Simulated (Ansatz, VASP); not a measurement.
## One calculation of KF, two programs

The input POSCAR:

```
KF
1.0
    0.0000000000      2.6718500000      2.6718500000
    2.6718500000      0.0000000000      2.6718500000
    2.6718500000      2.6718500000      0.0000000000
K F
1 1
Direct
    0.0000000000      0.0000000000      0.0000000000
    0.5000000000      0.5000000000      0.5000000000
```

INCAR.step1

```
SYSTEM = KF
PREC     = Accurate       ! precision mode
ENCUT    = 520            ! plane-wave cutoff, eV
EDIFF    = 1E-5           ! SCF threshold, eV
ISMEAR   = 0              ! smearing method
SIGMA    = 0.01           ! smearing width, eV
LREAL    = .FALSE.        ! projectors in reciprocal space
LASPH    = .TRUE.         ! aspherical terms in the spheres
NELM     = 80             ! most SCF steps
ALGO     = Normal         ! electronic algorithm
ISIF     = 2              ! what is computed and relaxed
LWAVE    = .TRUE.         ! write WAVECAR
LCHARG   = .FALSE.        ! write CHGCAR
NBANDS   = 15             ! bands
GGA      = PE             ! functional
```

The input INCAR.step2:

```
SYSTEM = KF
PREC     = Accurate       ! precision mode
ENCUT    = 520            ! plane-wave cutoff, eV
EDIFF    = 1E-6           ! SCF threshold, eV
ISMEAR   = 0              ! smearing method
SIGMA    = 0.01           ! smearing width, eV
LREAL    = .FALSE.        ! projectors in reciprocal space
LASPH    = .TRUE.         ! aspherical terms in the spheres
NELM     = 80             ! most SCF steps
ALGO     = Normal         ! electronic algorithm
ISIF     = 2              ! what is computed and relaxed
LWAVE    = .FALSE.        ! write WAVECAR
LCHARG   = .FALSE.        ! write CHGCAR
GGA      = PE             ! functional
LHFCALC  = .TRUE.         ! exact exchange
AEXX     = 0.25           ! exact-exchange fraction
PRECFOCK = Normal       
NBANDS   = 15             ! bands
ISTART   = 1
```

The input KPOINTS:

```
Automatic mesh
0
G
  6 6 6
  0 0 0
```

input

```
crystal:
  lattice:
    - [0.0, 2.67185, 2.67185]
    - [2.67185, 0.0, 2.67185]
    - [2.67185, 2.67185, 0.0]
  atoms:
    - { symbol: K, position: [0.0, 0.0, 0.0] }
    - { symbol: F, position: [0.5, 0.5, 0.5] }
kpoints:
  mp_grid: { grid: [6, 6, 6] }
  band_path:
    path:
      - [0.0, 0.0, 0.0]
      - [0.5, 0.0, 0.5]
      - [0.625, 0.25, 0.625]
      - [0.375, 0.375, 0.75]
      - [0.5, 0.5, 0.5]
      - [0.5, 0.25, 0.75]
    npoints: 1
hamiltonian:
  xc: pbe0
scf:
  occupations: { method: fixed }
  n_extra_bands: 4
output:
  forces: true
  stress: true
  eigenvalues: true
```

Alike in both runs: functional PBE0; k mesh 6 × 6 × 6; no spin polarisation.

```csv
,VASP,Ansatz
version,VASP 6.6.1,Ansatz 0.2.0
potentials or method,"VASP PAW PBE potentials, release 64 (K_sv, F)",Ansatz PAW
plane-wave cutoff (eV),520,420
occupations,"gaussian, width 0.01 eV",fixed
valence electrons in the cell,16,16
task,single point,band structure
```

|  | VASP | Ansatz | Ansatz less VASP |
| --- | --- | --- | --- |
| gap on the k mesh at the Fermi level (eV) | 8.94 | 8.96 | +0.015 |
| least direct gap on the mesh (eV) | 8.94 | 8.96 | +0.015 |
| pressure (GPa) | 0.5 | 0.4 | -0.08 |
